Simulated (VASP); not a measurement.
Runs of VASP 6.6.1 on Si. The structure is that of space group I4_1/amd (No. 141), or close to it. The cells are those of the table. 

```tsv
task	cell	k mesh	cutoff (eV)	gap on the mesh (eV)	pressure (GPa)
single point	a = 3.669 Å, angles 97.6, 97.6, 137.3°, 2 atoms	20 × 20 × 20	520	none	-4.0
single point	a = 3.482 Å, angles 97.4, 97.4, 137.9°, 2 atoms	20 × 20 × 20	520	none	(a)
single point	a = 3.144 Å, angles 97.2, 97.2, 138.6°, 2 atoms	22 × 22 × 22	520	none	130.7
single point	a = 3.626 Å, angles 97.6, 97.6, 137.5°, 2 atoms	20 × 20 × 20	520	none	0.2
single point	a = 3.531 Å, angles 97.5, 97.5, 137.8°, 2 atoms	20 × 20 × 20	520	none	11.9
relaxation of shape and atoms at fixed volume	relaxed from a = 3.143 Å, angles 97.2, 97.2, 138.6°, 2 atoms	22 × 22 × 22	600	none	130.7
single point	a = 3.268 Å, angles 97.2, 97.2, 138.5°, 2 atoms	22 × 22 × 22	520	none	76.7
single point	a = 3.207 Å, angles 97.2, 97.2, 138.6°, 2 atoms	22 × 22 × 22	520	none	(c)
single point	a = 3.326 Å, angles 97.2, 97.2, 138.5°, 2 atoms	22 × 22 × 22	520	none	(b)
relaxation of shape and atoms at fixed volume	relaxed from a = 3.428 Å, angles 97.4, 97.4, 137.9°, 2 atoms	20 × 20 × 20	600	none	29.9
single point	a = 3.433 Å, angles 97.3, 97.3, 138.1°, 2 atoms	20 × 20 × 20	520	none	29.9
single point	a = 3.579 Å, angles 97.5, 97.5, 137.6°, 2 atoms	20 × 20 × 20	520	none	5.4
```

Alike in all rows: level PBEsol; potentials or basis VASP PAW PBE potentials, release 64 (Si); no spin polarisation; smearing gaussian 0.05 eV.

Task: Estimate the missing entries.

Result: (a) 19.9; (b) 57.6; (c) 100.6.

Caveats: the PAW data sets were made with another functional, which shifts forces and pressure a little.

A gap of «none» marks levels without a gap at the run's occupations.
